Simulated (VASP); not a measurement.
# Ir (Fm-3m) in VASP: further runs

Runs on Ir. Level: r2SCAN. Tasks: relaxation of cell and atoms.

All numbers are computed with VASP 6.6.1; they aren't measurements. Logs are shortened: lines on timing, memory, paths and dates and some standing lists are left out, and cuts for length are marked.

### 1 The cell of the first run

The structure is cubic, space group Fm-3m (No. 225). The conventional cell has a = 3.845 Å, b = 3.845 Å, c = 3.845 Å, α = 90.00°, β = 90.00°, γ = 90.00°. Ir (site symmetry m-3m) has 12 Ir at 2.72 Å within 3.6 Å.

### 2 Relaxation of cell and atoms, r2SCAN, target pressure 2 GPa, at which the enthalpy is minimised

Contents of POSCAR:

```
Ir
1.0
    0.0000000000      1.9225500407      1.9225500407
    1.9225500407      0.0000000000      1.9225500407
    1.9225500407      1.9225500407      0.0000000000
Ir
1
Direct
    0.0000000000      0.0000000000      0.0000000000
```

Contents of INCAR.step1:

```
SYSTEM = Ir
PREC = Accurate ; ENCUT = 600
ISMEAR = -1 ; SIGMA = 0.1
LREAL = .False. ; LASPH = .True.
NELM = 100 ; GGA = PE
ALGO = Normal ; EDIFF = 1E-4
LWAVE = .True. ; LCHARG = .False.
```

Contents of INCAR.step2:

```
SYSTEM = Ir
PREC = Accurate ; ENCUT = 600
EDIFF = 1E-7 ; ISMEAR = -1
SIGMA = 0.1 ; LREAL = .False.
LASPH = .True. ; NELM = 100
ALGO = Normal ; ISIF = 3
LWAVE = .False. ; LCHARG = .False.
METAGGA = R2SCAN ; LMIXTAU = .True.
IBRION = 2 ; NSW = 100
EDIFFG = -0.002 ; PSTRESS = 20.0
ISTART = 1
```

Contents of KPOINTS:

```
regular mesh
0
Gamma
  24 24 24
  0 0 0
```

Potentials or basis: VASP PAW PBE potentials, release 64 (Ir).

The run is started by

```bash
$ cat potpaw_PBE.64/Ir/POTCAR > POTCAR
$ cp INCAR.step1 INCAR
$ mpirun -np 1 vasp_std > vasp.out
$ cp INCAR.step2 INCAR
$ mpirun -np 1 vasp_std > vasp.out
```

OUTCAR:

```text
SYSTEM = Ir
   PREC = Accurate
   ENCUT = 600
   EDIFF = 1E-7
   ISMEAR = -1
   LREAL = .False.
   LASPH = .True.
   NELM = 100
   ISIF = 3
   METAGGA = R2SCAN
   IBRION = 2
   NSW = 100
   EDIFFG = -0.002
   PSTRESS = 20.0
   ISTART = 1

 ion  position               nearest neighbor table
   1  0.000  0.000  0.000-

  LATTYP: Found a face centered cubic cell.
 ALAT       =     3.8451000814

  Lattice vectors:

 A1 = (   0.0000000000,   1.9225500407,   1.9225500407)
 A2 = (   1.9225500407,   0.0000000000,   1.9225500407)
 A3 = (   1.9225500407,   1.9225500407,   0.0000000000)

Analysis of symmetry for initial positions (statically):
=====================================================================
 Subroutine PRICEL returns:
 Original cell was already a primitive cell.

 Routine SETGRP: Setting up the symmetry group for a
 face centered cubic supercell.

 Subroutine GETGRP returns: Found 48 space group operations
 (whereof 48 operations were pure point group operations)
 out of a pool of 48 trial point group operations.

The static configuration has the point symmetry O_h .

Analysis of symmetry for dynamics (positions and initial velocities):
=====================================================================
 Subroutine PRICEL returns:
 Original cell was already a primitive cell.

 Routine SETGRP: Setting up the symmetry group for a
 face centered cubic supercell.

 Subroutine GETGRP returns: Found 48 space group operations
 (whereof 48 operations were pure point group operations)
 out of a pool of 48 trial point group operations.

The dynamic configuration has the point symmetry O_h .

 Subroutine INISYM returns: Found 48 space group operations
 (whereof 48 operations are pure point group operations),
 and found     1 'primitive' translations

----------------------------------------------------------------------------------------

                                     Primitive cell

  volume of cell :      14.2123

  direct lattice vectors                    reciprocal lattice vectors
     0.000000000  1.922550041  1.922550041    -0.260071254  0.260071254  0.260071254
     1.922550041  0.000000000  1.922550041     0.260071254 -0.260071254  0.260071254
     1.922550041  1.922550041  0.000000000     0.260071254  0.260071254 -0.260071254

  length of vectors
     2.718896342  2.718896342  2.718896342     0.450456626  0.450456626  0.450456626

  position of ions in fractional coordinates (direct lattice)
     0.000000000  0.000000000  0.000000000

  ion indices of the primitive-cell ions
   primitive index   ion index
                 1           1

----------------------------------------------------------------------------------------

 KPOINTS: regular mesh

Automatic generation of k-mesh.
 Grid dimensions read from file:
 generate k-points for:   24   24   24

 Generating k-lattice:

  Cartesian coordinates                     Fractional coordinates (reciprocal lattice)
    -0.010836302  0.010836302  0.010836302     0.041666667  0.000000000  0.000000000
     0.010836302 -0.010836302  0.010836302     0.000000000  0.041666667  0.000000000
     0.010836302  0.010836302 -0.010836302     0.000000000  0.000000000  0.041666667

  Length of vectors
     0.018769026  0.018769026  0.018769026

  Shift w.r.t. Gamma in fractional coordinates (k-lattice)
     0.000000000  0.000000000  0.000000000

 Subroutine IBZKPT returns following result:
 ===========================================

 Found    413 irreducible k-points:

 Following reciprocal coordinates:
            Coordinates               Weight
  0.000000  0.000000  0.000000      1.000000
  0.041667  0.000000  0.000000      8.000000
  0.083333  0.000000  0.000000      8.000000
  0.125000  0.000000  0.000000      8.000000
  0.166667  0.000000  0.000000      8.000000
  0.208333  0.000000  0.000000      8.000000
[... 16 lines left out ...]
  0.416667  0.041667  0.000000     24.000000
  0.458333  0.041667  0.000000     24.000000
 [... further k-points ...]
   k-points           NKPTS =    413   k-points in BZ     NKDIM =    413   number of bands    NBANDS=      8
   number of dos      NEDOS =    301   number of ions     NIONS =      1
   total plane-waves  NPLWV =  13824
   dimension x,y,z NGX =    24 NGY =   24 NGZ =   24
   dimension x,y,z NGXF=    48 NGYF=   48 NGZF=   48
   ions per type =               1
   NGX,Y,Z   is equivalent  to a cutoff of  14.67, 14.67, 14.67 a.u.
   NGXF,Y,Z  is equivalent  to a cutoff of  29.35, 29.35, 29.35 a.u.
 SYSTEM =  Ir
   PREC   = accura    normal or accurate (medium, high low for compatibility)
   ISTART =      1    job   : 0-new  1-cont  2-samecut
   ICHARG =      0    charge: 1-file 2-atom 10-const
   ISPIN  =      1    spin polarized calculation?
   LNONCOLLINEAR =      F non collinear calculations
   LSORBIT =      F    spin-orbit coupling
   LASPH  =      T    aspherical Exc in radial PAW
   ENCUT  =  600.0 eV  44.10 Ry    6.64 a.u.   5.43  5.43  5.43*2*pi/ulx,y,z
   NELM   =    100;   NELMIN=  2; NELMDL=  0     # of ELM steps
   EDIFF  = 0.1E-06   stopping-criterion for ELM
   LREAL  =      F    real-space projection
   EDIFFG = -.2E-02   stopping-criterion for IOM
   NSW    =    100    number of steps for IOM
   IBRION =      2    ionic relax: 0-MD 1-quasi-New 2-CG
   NFREE  =      1    steps in history (QN), initial steepest desc. (CG)
   ISIF   =      3    stress and relaxation
   ISYM   =      2    0-nonsym 1-usesym 2-fastsym
   POTIM  = 0.5000    time-step for ionic-motion
   TEBEG  =    0.0;   TEEND  =   0.0 temperature during run
   PSTRESS=   20.0 pullay stress
   NELECT =       9.0000    total number of electrons
   NUPDOWN=      -1.0000    fix difference up-down
   EMIN   =  10.00;   EMAX   =-10.00  energy-range for DOS
   EFERMI =   0.00;   METHOD = LEGACY
   ISMEAR =    -1;   SIGMA  =   0.10  broadening in eV -4-tet -1-fermi 0-gaus
   EFERMI_NEDOS =   21; number of points for ismear=-14 and -15
   IALGO  =     38    algorithm
   IMIX   =      4    mixing-type and parameters
     AMIX     =   0.40;   BMIX     =  1.00
     AMIX_MAG =   1.60;   BMIX_MAG =  1.00
  volume/ion in A,a.u.               =      14.21        95.91
  Fermi-wavevector in a.u.,A,eV,Ry     =   1.405836  2.656645 26.890215  1.976375
  Thomas-Fermi vector in A             =   2.528257
   LORBIT       =      0    0 simple, 1 ext, 2 COOP (PROOUT), +10 PAW based schemes
   METAGGA = R2SCAN    functional components
   LHFCALC =     F    Hartree Fock is set to
   AEXX    =    0.0000 exact exchange contribution
   IVDW    =     0    specifies the selected vdW correction
   LEPSILON=     F    determine dielectric tensor
   LRPA    =     F    only Hartree local field effects (RPA)
 conjugate gradient relaxation of ions
 non-spin polarized calculation
  energy-cutoff  :      600.00
  volume of cell :       14.21
 maximum number of plane-waves:       495
 NGX is ok and might be reduce to    24
   NGX = 11   NGY = 11   NGZ = 11

--------------------------------------- Ionic step        1  -------------------------------------------

 number of electron       9.0000000 magnetization

 Free energy of the ion-electron system (eV)
  ---------------------------------------------------
  ext. energy  EPLUGINS =         0.00000000
  ---------------------------------------------------
  free energy    TOTEN  =       -52.38019683 eV

  energy without entropy =      -52.35072935  energy(sigma->0) =      -52.36546309

------------------------ aborting loop because EDIFF is reached ----------------------------------------

  FORCE on cell =-STRESS in cart. coord.  units (eV):
  Direction    XX          YY          ZZ          XY          YZ          ZX
  --------------------------------------------------------------------------------------
  -------------------------------------------------------------------------------------
  Total        0.2242264      0.2242264      0.2242264      0.0000000      0.0000000      0.0000000
  in kB       25.2775139     25.2775139     25.2775139      0.0000000      0.0000000      0.0000000
  external PRESSURE =       5.2775139 kB  Pullay stress =      20.0000000 kB
[... 22 lines left out ...]
  enthalpy is  TOTEN    =       -52.2027850836 eV   P V=        0.1774117446

--------------------------------------- Ionic step        2  -------------------------------------------

 number of electron       9.0000000 magnetization

 E-fermi :   9.9757     XC(G=0): -15.2490

 val. band max:        9.9584096591   @ k =   0.2917   0.2917   0.0000
 cond. band min:       9.9777711369   @ k =   0.3333   0.0833   0.0000
 fundamental gap:      0.0193614778
 Fermi energy:         9.9756823642

 k-point     1 :       0.0000    0.0000    0.0000
  band No.  band energies     occupation
      1      -1.4231      2.00000
      2       6.0513      2.00000
      3       6.0513      2.00000
      4       6.0513      2.00000
      5       8.7131      1.99999
      6       8.7131      1.99999
      7      25.1053      0.00000
      8      30.8999      0.00000
[... 324 lines left out ...]
  enthalpy is  TOTEN    =       -52.2028140541 eV   P V=        0.1776435315

--------------------------------------- Ionic step        4  -------------------------------------------

 number of electron       9.0000000 magnetization

 Free energy of the ion-electron system (eV)
  ---------------------------------------------------
  ext. energy  EPLUGINS =         0.00000000
  ---------------------------------------------------
  free energy    TOTEN  =       -52.38046974 eV

  energy without entropy =      -52.35093368  energy(sigma->0) =      -52.36570171

 E-fermi :  10.0694     XC(G=0): -15.2863

 val. band max:       10.0533710576   @ k =   0.2917   0.2917   0.0000
 cond. band min:      10.0710754890   @ k =   0.4583   0.2083   0.0833
 fundamental gap:      0.0177044314
 Fermi energy:        10.0694095583

 k-point     1 :       0.0000    0.0000    0.0000
  band No.  band energies     occupation
      1      -1.3895      2.00000
      2       6.1116      2.00000
      3       6.1116      2.00000
      4       6.1116      2.00000
      5       8.7972      1.99999
      6       8.7972      1.99999
      7      25.1873      0.00000
      8      31.0153      0.00000
[... 281 lines left out ...]
  FREE ENERGIE OF THE ION-ELECTRON SYSTEM (eV)
  ---------------------------------------------------
  free  energy   TOTEN  =       -52.3804697359 eV

  energy  without entropy=      -52.3509336787  energy(sigma->0) =      -52.36570171

  enthalpy is  TOTEN    =       -52.2028139874 eV   P V=        0.1776557486

 reached required accuracy - stopping structural energy minimisation
```

It took 8.9 min on 1 thread of Oxide Virtual Turin-like, shared host; peak memory 0.17 GiB.

Results:

```
Free energy                                                : -52.3805 eV
Relaxed volume                                             : 14.23 Å³/atom
Relaxed cell                                               : a = 2.720 Å, b = 2.720 Å, c = 2.720 Å, α = 60.00°, β = 60.00°, γ = 60.00°
Space group after relaxing (to 0.1 Å)                      : Fm-3m (No. 225)
Energy change on relaxing (the run minimises the enthalpy) : -0.3 meV/atom
Ionic steps                                                : 4
Pressure after relaxing                                    : 2.0 GPa
Band gap on the k mesh                                     : zero (an odd number of electrons rules out a gap without spin polarisation)
```

The path:
| step | energy change (eV) | largest force (eV/Å) | pressure (GPa) | volume (Å³) |
| --- | --- | --- | --- | --- |
| 1 | 0.0000 | 0.0000 | 2.53 | 14.21 |
| 2 | -0.0007 | 0.0000 | -0.06 | 14.31 |
| 3 | -0.0003 | 0.0000 | 2.03 | 14.23 |
| 4 | -0.0003 | 0.0000 | 2.00 | 14.23 |

Final structure:
```xyz
1
Lattice="0.0000 1.9234 1.9234 1.9234 0.0000 1.9234 1.9234 1.9234 0.0000" Properties=species:S:1:pos:R:3 pbc="T T T"
Ir    1.9234    1.9234    0.0000
```

Caveat: the cell is relaxed towards a set pressure, so the run minimises the enthalpy, not the energy; the PAW data sets were made with another functional, which shifts forces and pressure a little; spin-orbit coupling is left out, which moves the levels of the heavy elements.

### 3 Relaxation of cell and atoms, r2SCAN, target pressure 4 GPa, at which the enthalpy is minimised

POSCAR is that of step 2.

Contents of INCAR.step1:

```
SYSTEM = Ir
  PREC = Accurate
  ENCUT = 600
  ISMEAR = -1
  SIGMA = 0.1
  LREAL = .FALSE.
  LASPH = .TRUE.
  NELM = 60
  GGA = PE
  ALGO = Normal
  EDIFF = 1E-4
  LWAVE = .TRUE.
  LCHARG = .FALSE.
```

Contents of INCAR.step2:

```
SYSTEM = Ir
  PREC = Accurate
  ENCUT = 600
  EDIFF = 1E-7
  ISMEAR = -1
  SIGMA = 0.1
  LREAL = .FALSE.
  LASPH = .TRUE.
  NELM = 60
  ALGO = Normal
  ISIF = 3
  LWAVE = .FALSE.
  LCHARG = .FALSE.
  METAGGA = R2SCAN
  LMIXTAU = .TRUE.
  IBRION = 2
  NSW = 100
  EDIFFG = -0.002
  PSTRESS = 40.0
  ISTART = 1
```

Contents of KPOINTS:

```
Automatic mesh
0
G
  24 24 24
  0 0 0
```

Potentials or basis: VASP PAW PBE potentials, release 64 (Ir).

The run is started by

```bash
$ cat potpaw_PBE.64/Ir/POTCAR > POTCAR
$ cp INCAR.step1 INCAR
$ mpirun -np 1 vasp_std > vasp.out
$ cp INCAR.step2 INCAR
$ mpirun -np 1 vasp_std > vasp.out
```

Wall time 7.9 min (1 thread of Oxide Virtual Turin-like, shared host); peak memory 0.18 GiB.

Results (log left out):

```yaml
Free_energy: -52.3791 eV
Relaxed_volume: 14.16 Å³/atom
Relaxed_cell: a = 2.715 Å, b = 2.715 Å, c = 2.715 Å, α = 60.00°, β = 60.00°, γ = 60.00°
Space_group_after_relaxing_to_0.1_Å: Fm-3m (No. 225)
Energy_change_on_relaxing_the_run_minimises_the_enthalpy: +1.1 meV/atom
Ionic_steps: 3
Pressure_after_relaxing: 4.0 GPa
Band_gap_on_the_k_mesh: zero (an odd number of electrons rules out a gap without spin polarisation)
```

The path:
| step | energy change (eV) | largest force (eV/Å) | pressure (GPa) | volume (Å³) |
| --- | --- | --- | --- | --- |
| 1 | 0.0000 | 0.0000 | 2.53 | 14.21 |
| 2 | 0.0105 | 0.0000 | 10.28 | 13.95 |
| 3 | 0.0011 | 0.0000 | 4.01 | 14.16 |

Final structure:
```
Ir
1.0
     0.00000    1.92013    1.92013
     1.92013    0.00000    1.92013
     1.92013    1.92013    0.00000
Ir
1
Direct
  0.00000 0.00000 0.00000
```

Levels at points of the mesh, in eV from the Fermi level:
```csv
k point,band 1,band 2,band 3,band 4,band 5,band 6,band 7,band 8
"(0.00, 0.00, 0.00)",-11.52,-3.99,-3.99,-3.99,-1.28,-1.28,15.11,20.97
"(0.50, 0.00, 0.00)",-8.40,-4.14,-4.14,-0.70,0.94,0.94,7.66,14.73
"(0.50, 0.50, 0.00)",-8.20,-7.61,0.85,1.57,1.57,1.79,11.07,12.33
```

Caveat: the cell is relaxed towards a set pressure, so the run minimises the enthalpy, not the energy; the PAW data sets were made with another functional, which shifts forces and pressure a little; spin-orbit coupling is left out, which moves the levels of the heavy elements.

### 4 Relaxation of cell and atoms, r2SCAN, target pressure 15 GPa, at which the enthalpy is minimised

POSCAR is that of step 3.

INCAR.step1 is that of step 3.

INCAR.step2, as its differences from that of step 3:

```diff
@@ -3,3 +3,3 @@
   ENCUT = 600
-  EDIFF = 1E-7
+  EDIFF = 1E-6
   ISMEAR = -1
@@ -18,3 +18,3 @@
   EDIFFG = -0.002
-  PSTRESS = 40.0
+  PSTRESS = 150.0
   ISTART = 1
```

KPOINTS is that of step 3.

The run is started by

```bash
$ cat potpaw_PBE.64/Ir/POTCAR > POTCAR
$ cp INCAR.step1 INCAR
$ mpirun -np 1 vasp_std > vasp.out
$ cp INCAR.step2 INCAR
$ mpirun -np 1 vasp_std > vasp.out
```

Wall time 22 min (1 thread of Oxide Virtual Turin-like, shared host); peak memory 0.19 GiB.

The run converged. Its results:

* Free energy: -52.3580 eV
* Relaxed volume: 13.80 Å³/atom
* Relaxed cell: a = 2.692 Å, b = 2.692 Å, c = 2.692 Å, α = 60.00°, β = 60.00°, γ = 60.00°
* Space group after relaxing (to 0.1 Å): Fm-3m (No. 225)
* Energy change on relaxing (the run minimises the enthalpy): +22.2 meV/atom
* Ionic steps: 7
* Pressure after relaxing: 15.0 GPa
* Band gap on the k mesh: zero (an odd number of electrons rules out a gap without spin polarisation)

Step by step:
| step | energy change (eV) | largest force (eV/Å) | pressure (GPa) | volume (Å³) |
| --- | --- | --- | --- | --- |
| 1 | 0.0000 | 0.0000 | 2.53 | 14.21 |
| 2 | 0.5866 | 0.0000 | 99.36 | 12.06 |
| 3 | 0.0199 | 0.0000 | 14.18 | 13.82 |
| 4 | 0.0218 | 0.0000 | 14.84 | 13.80 |
| 5 | 0.0225 | 0.0000 | 15.13 | 13.79 |
| 6 | 0.0208 | 0.0000 | 14.53 | 13.81 |
| 7 | 0.0222 | 0.0000 | 15.01 | 13.80 |

Final structure:
```yaml
crystal:
  lattice:
    - [0.00000, 1.90359, 1.90359]
    - [1.90359, 0.00000, 1.90359]
    - [1.90359, 1.90359, 0.00000]
  atoms:
    - { symbol: Ir, position: [0.00000, 0.00000, 0.00000] }
```

Levels at points of the mesh, in eV from the Fermi level:
```tsv
k point	band 1	band 2	band 3	band 4	band 5	band 6	band 7	band 8
(0.00, 0.00, 0.00)	-11.81	-4.16	-4.16	-4.16	-1.33	-1.33	15.04	21.07
(0.50, 0.00, 0.00)	-8.69	-4.32	-4.32	-0.77	0.98	0.98	7.94	14.67
(0.50, 0.50, 0.00)	-8.52	-7.92	0.89	1.65	1.65	1.79	11.44	12.46
```

Caveat: the cell is relaxed towards a set pressure, so the run minimises the enthalpy, not the energy; the PAW data sets were made with another functional, which shifts forces and pressure a little; spin-orbit coupling is left out, which moves the levels of the heavy elements.

### 5 Summary

| cell | gap on the mesh (eV) | pressure (GPa) |
| --- | --- | --- |
| relaxed to 2 GPa | none | 2.0 |
| relaxed to 4 GPa | none | 4.0 |
| relaxed to 15 GPa | none | 15.0 |

Alike in all rows: task relaxation of cell and atoms; level r2SCAN; potentials or basis VASP PAW PBE potentials, release 64 (Ir); no spin polarisation; k mesh 24 × 24 × 24; cutoff (eV) 600; smearing fermi-dirac 0.1 eV.

Caveats: the cell is relaxed towards a set pressure, so the run minimises the enthalpy, not the energy; the PAW data sets were made with another functional, which shifts forces and pressure a little; spin-orbit coupling is left out, which moves the levels of the heavy elements.

Total energies depend on the potentials used, so only differences within one code and one set of settings carry meaning.
